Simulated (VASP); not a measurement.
Set up this calculation in VASP 6.6.1, as the native input.

```yaml
Task: single point
Functional: PBE
Potentials_or_basis: VASP PAW PBE potentials, release 64 (B)
Cutoff: 520 eV
k_mesh: 6 × 6 × 1
Occupations: gaussian, width 0.1 eV
Spin: no spin polarisation
Dipole_correction: no
Further_INCAR_settings: LREAL = Auto; ALGO = Normal; EDIFF = 1e-07; NBANDS = 38
```

The structure of B lies in POSCAR:

```
B
1.0
    2.7299439928      0.0000000000      0.0000000000
   -1.3649719964      2.3642008487      0.0000000000
    0.0000000000      0.0000000000     19.1626092043
B
16
Direct
    0.3333333333      0.6666666667      0.8141176940
    0.0000000000      0.0000000000      0.6751762488
    0.6666666667      0.3333333333      0.3708386841
    0.6666666667      0.3333333333      0.5434039658
    0.0000000000      0.0000000000      0.4102155617
    0.3333333333      0.6666666667      0.0989550888
    0.0000000000      0.0000000000      0.2380836828
    0.6666666667      0.3333333333      0.9565472829
    0.6666666667      0.3333333333      0.0434527171
    0.6666666667      0.3333333333      0.6291613159
    0.3333333333      0.6666666667      0.9010449112
    0.0000000000      0.0000000000      0.3248237512
    0.0000000000      0.0000000000      0.7619163172
    0.0000000000      0.0000000000      0.5897844383
    0.3333333333      0.6666666667      0.1858823060
    0.6666666667      0.3333333333      0.4565960342
```

These files were run (other wordings do the same):

INCAR

```
  PREC = Accurate
  ENCUT = 520
  EDIFF = 1E-7
  ISMEAR = 0
  SIGMA = 0.1
  LREAL = Auto
  LASPH = True
  NELM = 100
  ALGO = Normal
  ISIF = 2
  LWAVE = False
  LCHARG = False
  GGA = PE
  NBANDS = 38
```

KPOINTS

```
Automatic mesh
0
Gamma
  6 6 1
```

Potentials or basis: VASP PAW PBE potentials, release 64 (B).

Launch:

```console
$ cat potpaw_PBE.64/B/POTCAR > POTCAR
$ mpirun -np 1 vasp_std > vasp.out
```

It gave:

* Pressure: 0.0 GPa
* Largest force: 0.018 eV/Å
* Band gap on the k mesh: zero (band 24 reaches 9.42 eV, above the bottom of band 25 at 2.66 eV)

Caveat: the k points lie up to 0.44 Å⁻¹ apart.

It took 43 s on 1 thread of Intel(R) Xeon(R) Platinum 8488C (Sapphire Rapids) (shared host), peak memory 0.22 GiB.
